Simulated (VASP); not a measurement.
# W (R-3m) in VASP: a series of runs

Runs on W. Level: PBEsol. Tasks: single point, relaxation of cell and atoms.

Program: VASP 6.6.1. These are calculated values, not measurements. Logs are shortened: lines on timing, memory, paths and dates and some standing lists are left out, and cuts for length are marked.

## (1) The cell of the first run

It takes space group R-3m (No. 166, trigonal). The conventional cell has a = 2.977 Å, b = 2.977 Å, c = 6.280 Å, α = 90.00°, β = 90.00°, γ = 120.00°. Within 3.6 Å of W (site symmetry -3m) lie 12 W at 2.71 to 2.98 Å.

## (2) Single point, PBEsol

File INCAR:

```
SYSTEM = W
PREC = Accurate
ENCUT = 520
EDIFF = 1E-7
ISMEAR = 0
SIGMA = 0.1
LREAL = .FALSE.
LASPH = .TRUE.
NELM = 80
ALGO = Fast
ISIF = 2
LWAVE = .FALSE.
LCHARG = .TRUE.
GGA = PS
LELF = .TRUE.
LVHAR = .TRUE.
NBANDS = 21
```

File KPOINTS:

```
Automatic mesh
0
G
  6 6 6
  0 0 0
```

File POSCAR:

```
W
1.0
    1.4885264624      0.8594011538      4.1865660235
   -1.4885264624      0.8594011538      4.1865660235
    0.0000000000     -1.7188023075      4.1865660235
W
2
Direct
    0.2500009564      0.2500009564      0.2500009564
    0.7499990436      0.7499990436      0.7499990436
```

Potentials or basis: VASP PAW PBE potentials, release 64 (W_sv).

Run with:

```
cat potpaw_PBE.64/W_sv/POTCAR > POTCAR
mpirun -np 1 vasp_std > vasp.out
```

OUTCAR:

```text
SYSTEM = W
   PREC = Accurate
   ENCUT = 520
   EDIFF = 1E-7
   ISMEAR = 0
   LREAL = .FALSE.
   LASPH = .TRUE.
   NELM = 80
   ISIF = 2
   GGA = PS

 ion  position               nearest neighbor table
   1  0.250  0.250  0.250-   2 2.71   2 2.71   2 2.71   2 2.71   2 2.71   2 2.71
   2  0.750  0.750  0.750-   1 2.71   1 2.71   1 2.71   1 2.71   1 2.71   1 2.71

  LATTYP: Found a trigonal (rhomboedric) cell.
 ALAT       =     4.5256619893
 COS(alpha) =     0.7836390467

  Lattice vectors:

 A1 = (   1.4885264624,   0.8594011538,   4.1865660235)
 A2 = (  -1.4885264624,   0.8594011538,   4.1865660235)
 A3 = (   0.0000000000,  -1.7188023075,   4.1865660235)

Analysis of symmetry for initial positions (statically):
=====================================================================
 Subroutine PRICEL returns following result:

  LATTYP: Found a base centered monoclinic cell.
 ALAT       =     4.5257064376
 B/A-ratio  =     0.6578095521
 C/A-ratio  =     0.5984718294
 COS(beta)  =    -0.4739295341

  Lattice vectors:

 A1 = (   0.0000000000,   1.7188023075,   2.0933070359)
 A2 = (   1.4885264624,  -0.8594011538,   2.0933070359)
 A3 = (   1.4885264624,   0.8594011538,  -2.0932589876)

   2 primitive cells build up your supercell.

 Routine SETGRP: Setting up the symmetry group for a
 trigonal (rhombohedral) supercell.

 Subroutine GETGRP returns: Found 12 space group operations
 (whereof 12 operations were pure point group operations)
 out of a pool of 12 trial point group operations.

The static configuration has the point symmetry D_3d.

Analysis of symmetry for dynamics (positions and initial velocities):
=====================================================================
 Subroutine PRICEL returns following result:

  LATTYP: Found a base centered monoclinic cell.
 ALAT       =     4.5257064376
 B/A-ratio  =     0.6578095521
 C/A-ratio  =     0.5984718294
 COS(beta)  =    -0.4739295341

  Lattice vectors:

 A1 = (   0.0000000000,   1.7188023075,   2.0933070359)
 A2 = (   1.4885264624,  -0.8594011538,   2.0933070359)
 A3 = (   1.4885264624,   0.8594011538,  -2.0932589876)

   2 primitive cells build up your supercell.

 Routine SETGRP: Setting up the symmetry group for a
 trigonal (rhombohedral) supercell.

 Subroutine GETGRP returns: Found 12 space group operations
 (whereof 12 operations were pure point group operations)
 out of a pool of 12 trial point group operations.

The dynamic configuration has the point symmetry D_3d.

 Subroutine INISYM returns: Found 12 space group operations
 (whereof 12 operations are pure point group operations),
 and found     2 'primitive' translations

----------------------------------------------------------------------------------------

                                     Primitive cell

  volume of cell :      16.0669

  direct lattice vectors                    reciprocal lattice vectors
     0.000000000  1.718802308  2.093307036    -0.000002570  0.387865500  0.159238888
     1.488526462 -0.859401154  2.093307036     0.335900091 -0.193934976  0.159238888
     1.488526462  0.859401154 -2.093258988     0.335905231  0.193934976 -0.159238888

  length of vectors
     2.708544945  2.708544945  2.708507811     0.419281134  0.419281134  0.419285252

  position of ions in fractional coordinates (direct lattice)
     0.500000000  0.500000000  0.500000000

  ion indices of the primitive-cell ions
   primitive index   ion index
                 1           1

----------------------------------------------------------------------------------------

 KPOINTS: Automatic mesh

Automatic generation of k-mesh.
 Grid dimensions read from file:
 generate k-points for:    6    6    6

 Generating k-lattice:

  Cartesian coordinates                     Fractional coordinates (reciprocal lattice)
     0.055983777  0.032322249  0.013269958     0.166666667 -0.000000000  0.000000000
    -0.055983777  0.032322249  0.013269958    -0.000000000  0.166666667  0.000000000
     0.000000000 -0.064644497  0.013269958     0.000000000  0.000000000  0.166666667

  Length of vectors
     0.065992445  0.065992445  0.065992445

  Shift w.r.t. Gamma in fractional coordinates (k-lattice)
     0.000000000  0.000000000  0.000000000

 Subroutine IBZKPT returns following result:
 ===========================================

 Found     32 irreducible k-points:

 Following reciprocal coordinates:
            Coordinates               Weight
  0.000000  0.000000  0.000000      1.000000
  0.166667  0.000000  0.000000      6.000000
  0.333333  0.000000  0.000000      6.000000
  0.500000  0.000000  0.000000      3.000000
  0.166667  0.166667  0.000000      6.000000
  0.333333  0.166667  0.000000     12.000000
[... 16 lines left out ...]
  0.500000  0.500000  0.166667      6.000000
 -0.333333  0.500000  0.166667     12.000000
 [... further k-points ...]
   k-points           NKPTS =     32   k-points in BZ     NKDIM =     32   number of bands    NBANDS=     21
   number of dos      NEDOS =    301   number of ions     NIONS =      2
   total plane-waves  NPLWV =  46656
   dimension x,y,z NGX =    36 NGY =   36 NGZ =   36
   dimension x,y,z NGXF=    72 NGYF=   72 NGZF=   72
   ions per type =               2
   NGX,Y,Z   is equivalent  to a cutoff of  13.22, 13.22, 13.22 a.u.
   NGXF,Y,Z  is equivalent  to a cutoff of  26.45, 26.45, 26.45 a.u.
 SYSTEM =  W
   PREC   = accura    normal or accurate (medium, high low for compatibility)
   ISTART =      0    job   : 0-new  1-cont  2-samecut
   ICHARG =      2    charge: 1-file 2-atom 10-const
   ISPIN  =      1    spin polarized calculation?
   LNONCOLLINEAR =      F non collinear calculations
   LSORBIT =      F    spin-orbit coupling
   LASPH  =      T    aspherical Exc in radial PAW
   ENCUT  =  520.0 eV  38.22 Ry    6.18 a.u.   8.41  8.41  8.41*2*pi/ulx,y,z
   NELM   =     80;   NELMIN=  2; NELMDL= -5     # of ELM steps
   EDIFF  = 0.1E-06   stopping-criterion for ELM
   LREAL  =      F    real-space projection
   EDIFFG = 0.1E-05   stopping-criterion for IOM
   NSW    =      0    number of steps for IOM
   IBRION =     -1    ionic relax: 0-MD 1-quasi-New 2-CG
   NFREE  =      0    steps in history (QN), initial steepest desc. (CG)
   ISIF   =      2    stress and relaxation
   ISYM   =      2    0-nonsym 1-usesym 2-fastsym
[... 21 lines left out ...]
   LEPSILON=     F    determine dielectric tensor
   LRPA    =     F    only Hartree local field effects (RPA)
 non-spin polarized calculation
 RMM-DIIS sequential band-by-band and
 Gauss-broadening in eV      SIGMA  =   0.10
  energy-cutoff  :      520.00
  volume of cell :       32.13
 maximum number of plane-waves:       882
 NGX is ok and might be reduce to    36

 number of electron      28.0000001 magnetization

 Free energy of the ion-electron system (eV)
  ---------------------------------------------------
  ext. energy  EPLUGINS =         0.00000000
  ---------------------------------------------------
  free energy    TOTEN  =       -26.74532894 eV

  energy without entropy =      -26.74007369  energy(sigma->0) =      -26.74270131

 E-fermi :  10.9024     XC(G=0): -13.6549

 val. band max:       10.8940168674   @ k =  -0.3333   0.3333   0.3333
 cond. band min:      10.9873462049   @ k =   0.5000   0.5000   0.3333
 fundamental gap:      0.0933293375
 Fermi energy:        10.9024302091

 k-point     1 :       0.0000    0.0000    0.0000
  band No.  band energies     occupation
      1     -62.9824      2.00000
      2     -62.7768      2.00000
      3     -27.9460      2.00000
      4     -27.0008      2.00000
      5     -27.0008      2.00000
      6     -26.6593      2.00000
[... 13 lines left out ...]
     20      16.6764      0.00000
     21      22.0800      0.00000

 k-point     2 :       0.1667    0.0000    0.0000
  band No.  band energies     occupation
      1     -62.9586      2.00000
      2     -62.7804      2.00000
      3     -27.8260      2.00000
      4     -27.1264      2.00000
      5     -27.0148      2.00000
      6     -26.8434      2.00000
[... 13 lines left out ...]
     20      18.6199      0.00000
     21      22.2993      0.00000

 k-point     3 :       0.3333    0.0000    0.0000
  band No.  band energies     occupation
      1     -62.9006      2.00000
      2     -62.7977      2.00000
      3     -27.5062      2.00000
      4     -27.3593      2.00000
      5     -27.2096      2.00000
      6     -27.0257      2.00000
[... 13 lines left out ...]
     20      18.7763      0.00000
     21      22.6857      0.00000

 k-point     4 :       0.5000    0.0000    0.0000
  band No.  band energies     occupation
      1     -62.8390      2.00000
      2     -62.8390      2.00000
      3     -27.4297      2.00000
      4     -27.4297      2.00000
      5     -27.0888      2.00000
      6     -27.0887      2.00000
[... 13 lines left out ...]
     20      17.3059      0.00000
     21      20.5426      0.00000

 k-point     5 :       0.1667    0.1667    0.0000
  band No.  band energies     occupation
      1     -62.9552      2.00000
      2     -62.7838      2.00000
      3     -27.8220      2.00000
      4     -27.0615      2.00000
      5     -27.0454      2.00000
      6     -26.9430      2.00000
[... 13 lines left out ...]
     20      17.6582      0.00000
     21      22.5827      0.00000

 k-point     6 :       0.3333    0.1667    0.0000
  band No.  band energies     occupation
      1     -62.9136      2.00000
      2     -62.7949      2.00000
      3     -27.6690      2.00000
      4     -27.2451      2.00000
      5     -27.2297      2.00000
      6     -26.9898      2.00000
[... 13 lines left out ...]
     20      19.6522      0.00000
     21      22.8852      0.00000

 k-point     7 :       0.5000    0.1667    0.0000
  band No.  band energies     occupation
      1     -62.8561      2.00000
      2     -62.8218      2.00000
      3     -27.4999      2.00000
      4     -27.4587      2.00000
      5     -27.3208      2.00000
      6     -27.0663      2.00000
[... 13 lines left out ...]
     20      18.5114      0.00000
     21      20.6180      0.00000
[... 291 lines left out ...]
      1     -62.8887      2.00000
      2     -62.8201      2.00000
      3     -27.6471      2.00000
      4     -27.4251      2.00000
      5     -27.1414      2.00000
      6     -26.8285      2.00000
[... 13 lines left out ...]
     20      18.5348      0.00000
     21      23.2453      0.00000

 k-point    21 :      -0.3333    0.3333    0.1667
  band No.  band energies     occupation
      1     -62.8391      2.00000
      2     -62.8389      2.00000
      3     -27.6831      2.00000
      4     -27.6129      2.00000
      5     -27.0930      2.00000
      6     -27.0893      2.00000
[... 13 lines left out ...]
     20      17.8411      0.00000
     21      20.3316      0.00000

 k-point    22 :      -0.1667    0.3333    0.1667
  band No.  band energies     occupation
      1     -62.8731      2.00000
      2     -62.8047      2.00000
      3     -27.6459      2.00000
      4     -27.5755      2.00000
      5     -27.2509      2.00000
      6     -26.9513      2.00000
[... 13 lines left out ...]
     20      19.9584      0.00000
     21      21.4524      0.00000

 k-point    23 :       0.5000    0.5000    0.1667
  band No.  band energies     occupation
      1     -62.8787      2.00000
      2     -62.8197      2.00000
      3     -27.6972      2.00000
      4     -27.6793      2.00000
      5     -27.1702      2.00000
      6     -26.7530      2.00000
[... 13 lines left out ...]
     20      16.3352      0.00000
     21      22.5090      0.00000

 k-point    24 :      -0.3333    0.5000    0.1667
  band No.  band energies     occupation
      1     -62.8559      2.00000
      2     -62.8220      2.00000
      3     -27.7632      2.00000
      4     -27.7013      2.00000
      5     -27.2263      2.00000
      6     -26.8923      2.00000
[... 13 lines left out ...]
     20      17.4964      0.00000
     21      20.7657      0.00000

 [... further k-points ...]

------------------------ aborting loop because EDIFF is reached ----------------------------------------

  FORCE on cell =-STRESS in cart. coord.  units (eV):
  Direction    XX          YY          ZZ          XY          YZ          ZX
  --------------------------------------------------------------------------------------
  -------------------------------------------------------------------------------------
  Total        0.1254156      0.1254156      0.1624206      0.0000000      0.0000000      0.0000000
  in kB        6.2531752      6.2531752      8.0982294      0.0000000      0.0000000      0.0000000
  external PRESSURE =       6.8681933 kB  Pullay stress =       0.0000000 kB

 VOLUME and BASIS-vectors are now :
 -----------------------------------------------------------------------------
  energy-cutoff  :      520.00
  volume of cell :       32.13
      direct lattice vectors                 reciprocal lattice vectors
     1.488526462  0.859401154  4.186566024     0.335902661  0.193933492  0.079619748
    -1.488526462  0.859401154  4.186566024    -0.335902661  0.193933492  0.079619748
     0.000000000 -1.718802308  4.186566024     0.000000000 -0.387866984  0.079619748

 POSITION                                       TOTAL-FORCE (eV/Angst)
 -----------------------------------------------------------------------------------
      0.00000      0.00000      3.13994         0.000000     -0.000000     -0.000000
      0.00000      0.00000      9.41976         0.000000      0.000000      0.000000
 -----------------------------------------------------------------------------------
    total drift:                               -0.000000     -0.000000      0.000000

  FREE ENERGIE OF THE ION-ELECTRON SYSTEM (eV)
  ---------------------------------------------------
  free  energy   TOTEN  =       -26.7453289392 eV

  energy  without entropy=      -26.7400736863  energy(sigma->0) =      -26.74270131
```

Run time: 76 s. Hardware: 1 thread of Intel Xeon 8259CL, shared host; peak memory 0.21 GiB.

What came out:

| Item | Value |
| --- | --- |
| Free energy | -26.7453 eV |
| Pressure | 0.7 GPa |
| Band gap on the k mesh | zero (bands 14 and 15 overlap by 1.29 eV) |

Levels at points of the mesh, in eV from the Fermi level:
```
           k point  band 12  band 13  band 14  band 15  band 16  band 17
(0.00, 0.00, 0.00)    -2.04    -1.83    -1.83     1.10     2.16     2.71
(0.50, 0.00, 0.00)    -2.79    -1.23    -1.23     0.56     0.56     4.03
(0.50, 0.50, 0.00)    -2.25    -0.02     0.68     3.01     3.66     4.26
(0.50, 0.50, 0.50)    -1.09    -0.61    -0.61    -0.61    -0.61     1.62
```

Caveat: the k points lie up to 0.41 Å⁻¹ apart, too coarse for converged energies and pressures of a metal; the PAW data sets were made with another functional, which shifts forces and pressure a little; spin-orbit coupling is left out, which moves the levels of the heavy elements.

## (3) Relaxation of cell and atoms, PBEsol

This run uses another cell than the first one, of 16.65 Å³/atom.

File INCAR:

```
SYSTEM = W
ALGO = Normal
EDIFF = 1E-7
EDIFFG = -0.04
ENCUT = 600
GGA = PS
IBRION = 2
ISIF = 3
ISMEAR = 0
LASPH = .TRUE.
LCHARG = .FALSE.
LREAL = .FALSE.
LWAVE = .FALSE.
NELM = 80
NSW = 90
PREC = Accurate
SIGMA = 0.1
```

File KPOINTS:

```
k-points
0
G
  6 6 6
  0 0 0
```

File POSCAR:

```
W
1.0
    1.7307842337      0.9992687433      3.2095318524
   -1.7307842337      0.9992687433      3.2095318524
    0.0000000000     -1.9985374865      3.2095318524
W
2
Direct
    0.2275400000      0.2275400000      0.2275400000
    0.7724600000      0.7724600000      0.7724600000
```

Potentials or basis: VASP PAW PBE potentials, release 64 (W_sv).

Run with:

```
cat potpaw_PBE.64/W_sv/POTCAR > POTCAR
mpirun -np 1 vasp_std > vasp.out
```

Run time: 13 min. Hardware: 1 thread of Intel Xeon 8259CL, shared host; peak memory 0.19 GiB.

The run converged. Its results:

```
Free energy                           : -26.7431 eV
Relaxed volume                        : 16.11 Å³/atom
Relaxed cell                          : a = 4.529 Å, b = 4.529 Å, c = 4.529 Å, α = 38.42°, β = 38.42°, γ = 38.42°
Space group after relaxing (to 0.1 Å) : R-3m (No. 166)
Pressure after relaxing               : -0.1 GPa
Band gap on the k mesh                : zero (bands 14 and 15 overlap by 1.29 eV)
```

Stress tensor (GPa, compression positive):
```
-0.14  0.00  0.00
 0.00 -0.14  0.00
 0.00  0.00 -0.06
```

Final structure:
```
W
1.0
     1.49015    0.86034    4.18908
    -1.49015    0.86034    4.18908
     0.00000   -1.72068    4.18908
W
2
Direct
  0.25000 0.25000 0.25000
  0.75000 0.75000 0.75000
```

Levels at points of the mesh, in eV from the Fermi level:
| k point | band 10 | band 11 | band 12 | band 13 | band 14 | band 15 | band 16 | band 17 | band 18 |
| --- | --- | --- | --- | --- | --- | --- | --- | --- | --- |
| (0.00, 0.00, 0.00) | -5.85 | -2.03 | -2.03 | -1.82 | -1.82 | 1.11 | 2.16 | 2.70 | 2.70 |
| (0.50, 0.00, 0.00) | -4.45 | -2.78 | -2.78 | -1.23 | -1.23 | 0.56 | 0.56 | 4.02 | 4.02 |
| (0.50, 0.50, 0.00) | -5.91 | -4.92 | -2.24 | -0.02 | 0.69 | 3.00 | 3.64 | 4.89 | 5.13 |
| (0.50, 0.50, 0.50) | -6.60 | -1.08 | -1.08 | -0.60 | -0.60 | -0.60 | -0.60 | 1.62 | 1.62 |

Caveat: the k points lie up to 0.41 Å⁻¹ apart in the final cell, too coarse for converged energies and pressures of a metal; a cell axis changed by over 15 % at a fixed basis, so the end point is rough; the PAW data sets were made with another functional, which shifts forces and pressure a little; spin-orbit coupling is left out, which moves the levels of the heavy elements.

## (4) Single point, PBEsol

This run uses another cell than the first one: it holds 1 atom, not 2.

File INCAR:

```
PREC = Accurate
ENCUT = 520
EDIFF = 1E-6
ISMEAR = 0
SIGMA = 0.1
LREAL = F
LASPH = T
NELM = 80
ALGO = Fast
ISIF = 2
LWAVE = F
LCHARG = F
GGA = PS
NBANDS = 13
```

File KPOINTS:

```
Automatic mesh
0
Gamma
  24 24 24
```

File POSCAR:

```
W
1.0
    1.4864011428      0.8581740999      2.1052339125
   -1.4864011428      0.8581740999      2.1052339125
    0.0000000000     -1.7163481998      2.1052339125
W
1
Direct
    0.5000000000      0.5000000000      0.5000000000
```

Run with:

```
cat potpaw_PBE.64/W_sv/POTCAR > POTCAR
mpirun -np 1 vasp_std > vasp.out
```

Wall time 4.8 min (1 thread of Intel Xeon 8259CL, shared host); peak memory 0.35 GiB.

Results (log left out):

| Quantity | Value |
| --- | --- |
| Free energy | -13.3824 eV |
| Pressure | 0.7 GPa |
| Band gap on the k mesh | zero (bands 7 and 8 overlap by 3.94 eV) |

Stress tensor (GPa, compression positive):
```
0.57 0.00 0.00
0.00 0.57 0.00
0.00 0.00 0.90
```

Levels at points of the mesh, in eV from the Fermi level:
```tsv
k point	band 4	band 5	band 6	band 7	band 8	band 9	band 10	band 11
(0.00, 0.00, 0.00)	-37.18	-9.26	-1.88	-1.88	1.08	2.76	2.76	12.66
(0.50, 0.00, 0.00)	-37.38	-5.94	-2.11	0.10	0.68	3.80	5.01	10.36
(0.50, 0.50, 0.00)	-37.60	-5.81	-4.83	3.09	4.37	5.26	6.46	10.28
(0.50, 0.50, 0.50)	-37.81	-5.75	-1.68	-1.68	2.16	5.78	5.78	11.33
```

Caveat: the PAW data sets were made with another functional, which shifts forces and pressure a little; spin-orbit coupling is left out, which moves the levels of the heavy elements.

## (5) The runs side by side

```csv
task,cell,k mesh,cutoff (eV),gap on the mesh (eV),pressure (GPa)
single point,"a = 4.526 Å, angles 38.4°, 2 atoms, atomic positions A",6 × 6 × 6,520,none,0.7
relaxation of cell and atoms,"relaxed from a = 3.781 Å, angles 54.5°, 2 atoms, atomic positions B",6 × 6 × 6,600,none,-0.1
single point,"a = 2.716 Å, angles 66.4°, 1 atom, atomic positions C",24 × 24 × 24,520,none,0.7
```

Alike in all rows: level PBEsol; potentials or basis VASP PAW PBE potentials, release 64 (W_sv); no spin polarisation; smearing gaussian 0.1 eV.

Caveats: some runs use coarse meshes; the PAW data sets were made with another functional, which shifts forces and pressure a little; spin-orbit coupling is left out, which moves the levels of the heavy elements; a cell axis changed by over 15 % at a fixed basis, so the end point is rough (at least some runs).

Absolute energies hang on the potentials; compare differences alone.

The gap in the log of VASP goes by the Fermi energy; the results here count the filled bands.